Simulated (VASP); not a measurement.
# Bi (Im-3m) in VASP: notebook, part 2 of 2

VASP 6.6.1.

## Step 4: Single point, revPBE (volume scaled by 0.92)

Contents of INCAR:

```
PREC = Accurate
ENCUT = 520
EDIFF = 1E-7
ISMEAR = -1
SIGMA = 0.1
LREAL = F
LASPH = T
NELM = 100
ALGO = Normal
ISIF = 2
LWAVE = F
LCHARG = F
GGA = RE
NBANDS = 14
```

Contents of KPOINTS:

```
Automatic mesh
0
Gamma
  12 12 12
```

Contents of POSCAR:

```
Bi
1.0
   -1.9514716622      1.9514716622      1.9514716622
    1.9514716622     -1.9514716622      1.9514716622
    1.9514716622      1.9514716622     -1.9514716622
Bi
1
Direct
    0.0000000000      0.0000000000      0.0000000000
```

Potentials or basis: VASP PAW PBE potentials, release 64 (Bi_d).

Launch:

```
$ cat potpaw_PBE.64/Bi_d/POTCAR > POTCAR
$ mpirun -np 1 vasp_std > vasp.out
```

OUTCAR:

```text
PREC = Accurate
   ENCUT = 520
   EDIFF = 1E-7
   ISMEAR = -1
   LREAL = F
   LASPH = T
   NELM = 100
   ISIF = 2
   GGA = RE

 ion  position               nearest neighbor table
   1  0.000  0.000  0.000-

  LATTYP: Found a body centered cubic cell.
 ALAT       =     3.9029433244

  Lattice vectors:

 A1 = (  -1.9514716622,   1.9514716622,   1.9514716622)
 A2 = (   1.9514716622,  -1.9514716622,   1.9514716622)
 A3 = (   1.9514716622,   1.9514716622,  -1.9514716622)

Analysis of symmetry for initial positions (statically):
=====================================================================
 Subroutine PRICEL returns:
 Original cell was already a primitive cell.

 Routine SETGRP: Setting up the symmetry group for a
 body centered cubic supercell.

 Subroutine GETGRP returns: Found 48 space group operations
[... 9 lines left out ...]

 Routine SETGRP: Setting up the symmetry group for a
 body centered cubic supercell.

 Subroutine GETGRP returns: Found 48 space group operations
[... 11 lines left out ...]
                                     Primitive cell

  volume of cell :      29.7267

  direct lattice vectors                    reciprocal lattice vectors
    -1.951471662  1.951471662  1.951471662     0.000000000  0.256216890  0.256216890
     1.951471662 -1.951471662  1.951471662     0.256216890  0.000000000  0.256216890
     1.951471662  1.951471662 -1.951471662     0.256216890  0.256216890  0.000000000

  length of vectors
     3.380048068  3.380048068  3.380048068     0.362345401  0.362345401  0.362345401

  position of ions in fractional coordinates (direct lattice)
     0.000000000  0.000000000  0.000000000

  ion indices of the primitive-cell ions
   primitive index   ion index
                 1           1

----------------------------------------------------------------------------------------

 KPOINTS: Automatic mesh

Automatic generation of k-mesh.
 Grid dimensions read from file:
 generate k-points for:   12   12   12

 Generating k-lattice:

  Cartesian coordinates                     Fractional coordinates (reciprocal lattice)
     0.000000000  0.021351407  0.021351407     0.083333333  0.000000000  0.000000000
     0.021351407  0.000000000  0.021351407     0.000000000  0.083333333  0.000000000
     0.021351407  0.021351407  0.000000000     0.000000000  0.000000000  0.083333333

  Length of vectors
     0.030195450  0.030195450  0.030195450

  Shift w.r.t. Gamma in fractional coordinates (k-lattice)
     0.000000000  0.000000000  0.000000000

 Subroutine IBZKPT returns following result:
 ===========================================

 Found     72 irreducible k-points:

 Following reciprocal coordinates:
            Coordinates               Weight
  0.000000  0.000000  0.000000      1.000000
  0.083333  0.000000  0.000000     12.000000
  0.166667  0.000000  0.000000     12.000000
  0.250000  0.000000  0.000000     12.000000
  0.333333  0.000000  0.000000     12.000000
  0.416667  0.000000  0.000000     12.000000
[... 16 lines left out ...]
  0.333333  0.083333  0.083333     24.000000
  0.416667  0.083333  0.083333     12.000000
 [... further k-points ...]
   k-points           NKPTS =     72   k-points in BZ     NKDIM =     72   number of bands    NBANDS=     14
   number of dos      NEDOS =    301   number of ions     NIONS =      1
   total plane-waves  NPLWV =  21952
   dimension x,y,z NGX =    28 NGY =   28 NGZ =   28
   dimension x,y,z NGXF=    56 NGYF=   56 NGZF=   56
   ions per type =               1
   NGX,Y,Z   is equivalent  to a cutoff of  13.77, 13.77, 13.77 a.u.
   NGXF,Y,Z  is equivalent  to a cutoff of  27.54, 27.54, 27.54 a.u.
 SYSTEM =  unknown system
   PREC   = accura    normal or accurate (medium, high low for compatibility)
   ISTART =      0    job   : 0-new  1-cont  2-samecut
   ICHARG =      2    charge: 1-file 2-atom 10-const
   ISPIN  =      1    spin polarized calculation?
   LNONCOLLINEAR =      F non collinear calculations
   LSORBIT =      F    spin-orbit coupling
   LASPH  =      T    aspherical Exc in radial PAW
   ENCUT  =  520.0 eV  38.22 Ry    6.18 a.u.   6.28  6.28  6.28*2*pi/ulx,y,z
   NELM   =    100;   NELMIN=  2; NELMDL= -5     # of ELM steps
   EDIFF  = 0.1E-06   stopping-criterion for ELM
   LREAL  =      F    real-space projection
   EDIFFG = 0.1E-05   stopping-criterion for IOM
   NSW    =      0    number of steps for IOM
   IBRION =     -1    ionic relax: 0-MD 1-quasi-New 2-CG
   NFREE  =      0    steps in history (QN), initial steepest desc. (CG)
   ISIF   =      2    stress and relaxation
   ISYM   =      2    0-nonsym 1-usesym 2-fastsym
   POTIM  = 0.5000    time-step for ionic-motion
   TEBEG  =    0.0;   TEEND  =   0.0 temperature during run
   PSTRESS=    0.0 pullay stress
   NELECT =      15.0000    total number of electrons
   NUPDOWN=      -1.0000    fix difference up-down
   EMIN   =  10.00;   EMAX   =-10.00  energy-range for DOS
   EFERMI =   0.00;   METHOD = LEGACY
   ISMEAR =    -1;   SIGMA  =   0.10  broadening in eV -4-tet -1-fermi 0-gaus
   EFERMI_NEDOS =   21; number of points for ismear=-14 and -15
   IALGO  =     38    algorithm
   IMIX   =      4    mixing-type and parameters
     AMIX     =   0.40;   BMIX     =  1.00
     AMIX_MAG =   1.60;   BMIX_MAG =  1.00
  volume/ion in A,a.u.               =      29.73       200.61
  Fermi-wavevector in a.u.,A,eV,Ry     =   1.303336  2.462948 23.112003  1.698684
  Thomas-Fermi vector in A             =   2.434345
   LORBIT       =      0    0 simple, 1 ext, 2 COOP (PROOUT), +10 PAW based schemes
   GGA     = RE    functional components
   LHFCALC =     F    Hartree Fock is set to
   AEXX    =    0.0000 exact exchange contribution
   IVDW    =     0    specifies the selected vdW correction
   LEPSILON=     F    determine dielectric tensor
   LRPA    =     F    only Hartree local field effects (RPA)
 non-spin polarized calculation
  energy-cutoff  :      520.00
  volume of cell :       29.73
 maximum number of plane-waves:       814
 NGX is ok and might be reduce to    28
   NGX = 13   NGY = 13   NGZ = 13

 number of electron      15.0000003 magnetization

 Free energy of the ion-electron system (eV)
  ---------------------------------------------------
  ext. energy  EPLUGINS =         0.00000000
  ---------------------------------------------------
  free energy    TOTEN  =        -3.40803610 eV

  energy without entropy =       -3.39137056  energy(sigma->0) =       -3.39970333

 E-fermi :   8.6405     XC(G=0): -10.4595

 val. band max:        8.2896161619   @ k =   0.2500   0.1667   0.1667
 cond. band min:       8.6543335034   @ k =  -0.4167   0.5000   0.0833
 fundamental gap:      0.3647173415
 Fermi energy:         8.6405174589

 k-point     1 :       0.0000    0.0000    0.0000
  band No.  band energies     occupation
      1     -14.5498      2.00000
      2     -14.5498      2.00000
      3     -14.5498      2.00000
      4     -14.4013      2.00000
      5     -14.4013      2.00000
      6      -5.2612      2.00000
      7      14.0584      0.00000
      8      14.0584      0.00000
      9      14.0584      0.00000
     10      18.3002      0.00000
     11      19.0413      0.00000
     12      19.0413      0.00000
     13      19.0413      0.00000
     14      20.5425      0.00000

 k-point     2 :       0.0833    0.0000    0.0000
  band No.  band energies     occupation
      1     -14.5529      2.00000
      2     -14.5446      2.00000
      3     -14.5339      2.00000
      4     -14.4050      2.00000
      5     -14.4019      2.00000
      6      -5.1271      2.00000
      7      12.7102      0.00000
      8      13.6383      0.00000
      9      13.9258      0.00000
     10      17.9306      0.00000
     11      18.4782      0.00000
     12      18.8698      0.00000
     13      19.3162      0.00000
     14      21.1184      0.00000
[... 343 lines left out ...]
      1     -14.5793      2.00000
      2     -14.5136      2.00000
      3     -14.4128      2.00000
      4     -14.4092      2.00000
      5     -14.3402      2.00000
      6      -2.2081      2.00000
      7       4.1965      2.00000
      8       8.9328      0.10203
      9      10.6598      0.00000
     10      17.0131      0.00000
     11      18.3331      0.00000
     12      21.1986      0.00000
     13      22.3093      0.00000
     14      25.8347      0.00000

 k-point    24 :       0.4167    0.0833    0.0833
  band No.  band energies     occupation
      1     -14.5818      2.00000
      2     -14.5124      2.00000
      3     -14.4094      2.00000
      4     -14.4090      2.00000
      5     -14.3306      2.00000
      6      -1.8121      2.00000
      7       3.5644      2.00000
      8       8.7183      0.62978
      9      10.5404      0.00000
     10      16.9003      0.00000
     11      18.2675      0.00000
     12      21.6412      0.00000
     13      22.6265      0.00000
     14      25.5675      0.00000

 [... further k-points ...]
[... 5 lines left out ...]
  --------------------------------------------------------------------------------------
  -------------------------------------------------------------------------------------
  Total        0.8251515      0.8251515      0.8251515      0.0000000      0.0000000     -0.0000000
  in kB       44.4731113     44.4731113     44.4731113      0.0000000      0.0000000     -0.0000000
  external PRESSURE =      44.4731113 kB  Pullay stress =       0.0000000 kB

 VOLUME and BASIS-vectors are now :
 -----------------------------------------------------------------------------
  energy-cutoff  :      520.00
  volume of cell :       29.73
      direct lattice vectors                 reciprocal lattice vectors
    -1.951471662  1.951471662  1.951471662     0.000000000  0.256216890  0.256216890
     1.951471662 -1.951471662  1.951471662     0.256216890  0.000000000  0.256216890
     1.951471662  1.951471662 -1.951471662     0.256216890  0.256216890  0.000000000

 POSITION                                       TOTAL-FORCE (eV/Angst)
 -----------------------------------------------------------------------------------
      0.00000      0.00000      0.00000         0.000000     -0.000000     -0.000000
 -----------------------------------------------------------------------------------
    total drift:                                0.000000     -0.000000      0.000000

  FREE ENERGIE OF THE ION-ELECTRON SYSTEM (eV)
  ---------------------------------------------------
  free  energy   TOTEN  =        -3.4080361028 eV

  energy  without entropy=       -3.3913705650  energy(sigma->0) =       -3.39970333
```

It used 24 s of CPU time on 1 thread of AMD EPYC 7R13 Processor (Zen 3), with other jobs on the host.

What came out:

| Property | Result |
| --- | --- |
| Free energy | -3.4080 eV |
| Pressure | 4.4 GPa |

Caveat: the PAW data sets were made with another functional, which shifts forces and pressure a little; spin-orbit coupling is left out, which moves the levels of the heavy elements.

## Step 5: Single point, revPBE (volume scaled by 0.96)

Contents of INCAR:

```
PREC = Accurate ; ENCUT = 520
EDIFF = 1E-7 ; ISMEAR = -1
SIGMA = 0.1 ; LREAL = F
LASPH = T ; NELM = 60
ALGO = Normal ; ISIF = 2
LWAVE = F ; LCHARG = F
GGA = RE ; NBANDS = 14
```

Contents of KPOINTS:

```
regular mesh
0
Gamma
  12 12 12
```

Contents of POSCAR:

```
Bi
1.0
   -1.9793535958      1.9793535958      1.9793535958
    1.9793535958     -1.9793535958      1.9793535958
    1.9793535958      1.9793535958     -1.9793535958
Bi
1
Direct
    0.0000000000      0.0000000000      0.0000000000
```

Potentials or basis: VASP PAW PBE potentials, release 64 (Bi_d).

Launch:

```
$ cat potpaw_PBE.64/Bi_d/POTCAR > POTCAR
$ mpirun -np 1 vasp_std > vasp.out
```

OUTCAR:

```text
PREC = Accurate
   ENCUT = 520
   EDIFF = 1E-7
   ISMEAR = -1
   LREAL = F
   LASPH = T
   NELM = 60
   ISIF = 2
   GGA = RE

 ion  position               nearest neighbor table
   1  0.000  0.000  0.000-

  LATTYP: Found a body centered cubic cell.
 ALAT       =     3.9587071916

  Lattice vectors:

 A1 = (  -1.9793535958,   1.9793535958,   1.9793535958)
 A2 = (   1.9793535958,  -1.9793535958,   1.9793535958)
 A3 = (   1.9793535958,   1.9793535958,  -1.9793535958)

[... 576 lines left out ...]
      5     -14.8661      2.00000
      6      -2.3104      2.00000
      7       3.2622      2.00000
      8       8.1733      0.57267
      9       9.9603      0.00000
     10      16.1098      0.00000
     11      17.5165      0.00000
     12      20.8333      0.00000
     13      21.9164      0.00000
     14      24.5611      0.00000

 [... further k-points ...]
[... 5 lines left out ...]
  --------------------------------------------------------------------------------------
  -------------------------------------------------------------------------------------
  Total        0.3451550      0.3451550      0.3451550      0.0000000      0.0000000     -0.0000000
  in kB       17.8276728     17.8276728     17.8276728      0.0000000      0.0000000     -0.0000000
  external PRESSURE =      17.8276728 kB  Pullay stress =       0.0000000 kB

 VOLUME and BASIS-vectors are now :
 -----------------------------------------------------------------------------
  energy-cutoff  :      520.00
  volume of cell :       31.02
      direct lattice vectors                 reciprocal lattice vectors
    -1.979353596  1.979353596  1.979353596     0.000000000  0.252607721  0.252607721
     1.979353596 -1.979353596  1.979353596     0.252607721  0.000000000  0.252607721
     1.979353596  1.979353596 -1.979353596     0.252607721  0.252607721  0.000000000

 POSITION                                       TOTAL-FORCE (eV/Angst)
 -----------------------------------------------------------------------------------
      0.00000      0.00000      0.00000         0.000000      0.000000     -0.000000
 -----------------------------------------------------------------------------------
    total drift:                                0.000000      0.000000      0.000000

  FREE ENERGIE OF THE ION-ELECTRON SYSTEM (eV)
  ---------------------------------------------------
  free  energy   TOTEN  =        -3.4333407843 eV

  energy  without entropy=       -3.4153496979  energy(sigma->0) =       -3.42434524
```

OSZICAR:

```text
N       E                     dE             d eps       ncg     rms          rms(c)
DAV:   1     0.112430917922E+03    0.11243E+03   -0.76111E+03  2034   0.123E+03
DAV:   2     0.305143316162E+01   -0.10938E+03   -0.10611E+03  2136   0.334E+02
DAV:   3    -0.327911814636E+01   -0.63306E+01   -0.62961E+01  2558   0.782E+01
DAV:   4    -0.342746748212E+01   -0.14835E+00   -0.14832E+00  2504   0.127E+01
DAV:   5    -0.343422920734E+01   -0.67617E-02   -0.67615E-02  2930   0.249E+00    0.460E-01
DAV:   6    -0.343267006740E+01    0.15591E-02   -0.67522E-03  2724   0.110E+00    0.285E-01
DAV:   7    -0.343321901681E+01   -0.54895E-03   -0.50219E-03  2694   0.946E-01    0.810E-02
DAV:   8    -0.343334102904E+01   -0.12201E-03   -0.56727E-04  2628   0.333E-01    0.107E-02
DAV:   9    -0.343334066365E+01    0.36540E-06   -0.14251E-05  2714   0.498E-02    0.495E-03
DAV:  10    -0.343334058781E+01    0.75839E-07   -0.20449E-06  2544   0.125E-02    0.795E-04
DAV:  11    -0.343334072216E+01   -0.13436E-06   -0.10612E-07  2066   0.451E-03    0.141E-04
DAV:  12    -0.343334078427E+01   -0.62101E-07   -0.21583E-08  1644   0.192E-03
   1 F= -.34333408E+01 E0= -.34243452E+01  d E =-.179911E-01
```

stdout:

```text
POSCAR found type information on POSCAR Bi
 POSCAR found :  1 types and       1 ions
 scaLAPACK will be used
 -----------------------------------------------------------------------------
|                                                                             |
|                                                                             |
|     You enforced a specific xc type in the INCAR file but a different       |
|     I HOPE YOU KNOW WHAT YOU ARE DOING!                                     |
|                                                                             |
 -----------------------------------------------------------------------------

 LDA part: xc-table for (Slater+PW92), standard interpolation
 POSCAR, INCAR and KPOINTS ok, starting setup
 FFT: planning ... GRIDC
 FFT: planning ... GRID_SOFT
 FFT: planning ... GRID
 WAVECAR not read
 entering main loop
```

Run time: 32 s. Hardware: 1 thread of AMD EPYC 7R13 (Zen 3), shared host; peak memory 0.14 GiB.

Results:

```yaml
Free_energy: -3.4333 eV
Pressure: 1.8 GPa
```

Caveat: the PAW data sets were made with another functional, which shifts forces and pressure a little; spin-orbit coupling is left out, which moves the levels of the heavy elements.

## Step 6: Single point, revPBE

Contents of INCAR:

```
SYSTEM = Bi
PREC     = Accurate       ! precision mode
ENCUT    = 520            ! plane-wave cutoff, eV
EDIFF    = 1E-6           ! SCF threshold, eV
ISMEAR   = -1             ! smearing method
SIGMA    = 0.1            ! smearing width, eV
LREAL    = .False.        ! projectors in reciprocal space
LASPH    = .True.         ! aspherical terms in the spheres
NELM     = 100            ! most SCF steps
ALGO     = Normal         ! electronic algorithm
ISIF     = 2              ! what is computed and relaxed
LWAVE    = .False.        ! write WAVECAR
LCHARG   = .True.         ! write CHGCAR
GGA      = RE             ! functional
LELF     = .True.         ! ELF
LVHAR    = .True.       
NBANDS   = 14             ! bands
```

Contents of KPOINTS:

```
regular mesh
0
Gamma
  12 12 12
  0 0 0
```

Contents of POSCAR:

```
Bi
1.0
   -2.0064713984      2.0064713984      2.0064713984
    2.0064713984     -2.0064713984      2.0064713984
    2.0064713984      2.0064713984     -2.0064713984
Bi
1
Direct
    0.0000000000      0.0000000000      0.0000000000
```

Potentials or basis: VASP PAW PBE potentials, release 64 (Bi_d).

Launch:

```
$ cat potpaw_PBE.64/Bi_d/POTCAR > POTCAR
$ mpirun -np 1 vasp_std > vasp.out
```

Run time: 28 s. Hardware: 1 thread of AMD EPYC 7R13 (Zen 3), shared host; peak memory 0.14 GiB.

It converged, with:

| Item | Value |
| --- | --- |
| Free energy | -3.4394 eV |
| Pressure | -0.3 GPa |

Levels at points of the mesh, in eV from the Fermi level:
```csv
k point,band 3,band 4,band 5,band 6,band 7,band 8,band 9,band 10,band 11,band 12
"(0.00, 0.00, 0.00)",-23.09,-22.98,-22.98,-13.29,4.84,4.84,4.84,8.61,10.41,10.41
"(0.50, 0.00, 0.00)",-22.99,-22.99,-22.91,-10.45,-4.88,1.48,3.33,5.79,7.42,12.14
"(0.50, 0.50, 0.50)",-22.93,-22.93,-22.93,-8.50,-1.75,-1.75,-1.75,3.52,3.52,15.19
```

Caveat: the PAW data sets were made with another functional, which shifts forces and pressure a little; spin-orbit coupling is left out, which moves the levels of the heavy elements.

## Step 7: Summary

| cell | k mesh | gap on the mesh (eV) | pressure (GPa) |
| --- | --- | --- | --- |
| a = 3.475 Å, angles 109.5°, 1 atom | 11 × 11 × 11 | none | 0.0 |
| a = 3.330 Å, angles 109.5°, 1 atom | 12 × 12 × 12 | none | 7.9 |
| a = 3.380 Å, angles 109.5°, 1 atom | 12 × 12 × 12 | none | 4.4 |
| a = 3.428 Å, angles 109.5°, 1 atom | 12 × 12 × 12 | none | 1.8 |
| a = 3.475 Å, angles 109.5°, 1 atom | 12 × 12 × 12 | none | -0.3 |

Alike in all rows: task single point; level revPBE; potentials or basis VASP PAW PBE potentials, release 64 (Bi_d); no spin polarisation; cutoff (eV) 520; smearing fermi-dirac 0.1 eV.

Caveats: the PAW data sets were made with another functional, which shifts forces and pressure a little; spin-orbit coupling is left out, which moves the levels of the heavy elements.

Total energies depend on the potentials used, so only differences within one code and one set of settings carry meaning.
